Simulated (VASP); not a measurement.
Wanted: the native input for a VASP 6.6.1 run.

```yaml
Task: single point
Functional: r2SCAN
Potentials_or_basis: VASP PAW PBE potentials, release 64 (Zn, O)
Cutoff: 520 eV
k_mesh: 12 × 12 × 6
Occupations: gaussian, width 0.02 eV
Spin: no spin polarisation
Dipole_correction: no
Further_INCAR_settings: ALGO = Normal; EDIFF = 1e-07; NBANDS = 26
```

The system is ZnO.

```xyz
4
Lattice="3.0408 0.0000 0.0000 -1.5204 2.6334 0.0000 0.0000 0.0000 5.4000" Properties=species:S:1:pos:R:3 pbc="T T T"
Zn    1.5204    0.8778    2.7565
Zn    0.0000    1.7556    0.0565
O     1.5204    0.8778    4.6972
O     0.0000    1.7556    1.9972
```

This cell differs from its parent crystal: biaxial strain in the a-b plane: -6.0 %.

The input as run:

POSCAR

```
ZnO
1.0
    3.0407770624      0.0000000000      0.0000000000
   -1.5203885312      2.6333901833      0.0000000000
    0.0000000000      0.0000000000      5.3999547536
Zn O
2 2
Direct
    0.6666666667      0.3333333333      0.5104583913
    0.3333333333      0.6666666667      0.0104583913
    0.6666666667      0.3333333333      0.8698516087
    0.3333333333      0.6666666667      0.3698516087
```

INCAR.step1

```
SYSTEM = ZnO
  ALGO = Normal
  EDIFF = 1E-4
  ENCUT = 520
  GGA = PE
  ISMEAR = 0
  LASPH = .True.
  LCHARG = .False.
  LREAL = .False.
  LWAVE = .True.
  NBANDS = 26
  NELM = 100
  PREC = Accurate
  SIGMA = 0.02
```

INCAR.step2

```
SYSTEM = ZnO
  ALGO = Normal
  EDIFF = 1E-7
  ENCUT = 520
  ISIF = 2
  ISMEAR = 0
  ISTART = 1
  LASPH = .True.
  LCHARG = .True.
  LELF = .True.
  LMIXTAU = .True.
  LREAL = .False.
  LVHAR = .True.
  LWAVE = .False.
  METAGGA = R2SCAN
  NBANDS = 26
  NELM = 100
  PREC = Accurate
  SIGMA = 0.02
```

KPOINTS

```
k-points
0
Gamma
  12 12 6
  0 0 0
```

Potentials or basis: VASP PAW PBE potentials, release 64 (Zn, O).

Run with:

```bash
$ cat potpaw_PBE.64/Zn/POTCAR potpaw_PBE.64/O/POTCAR > POTCAR
$ cp INCAR.step1 INCAR
$ mpirun -np 1 vasp_std > vasp.out
$ cp INCAR.step2 INCAR
$ mpirun -np 1 vasp_std > vasp.out
```

Results of the run:

```
Pressure               : 16.4 GPa
Largest force          : 0.361 eV/Å
Band gap on the k mesh : 1.18 eV
```

Caveat: the cell differs from its parent crystal (biaxial strain in the a-b plane: -6.0 %); the stress differs along the axes, from 6 to 22 GPa; the PAW data sets were made with another functional, which shifts forces and pressure a little.

It took 3.4 min on 1 thread of Intel(R) Xeon(R) Platinum 8488C (Sapphire Rapids), with other jobs on the host, peak memory 0.21 GiB.
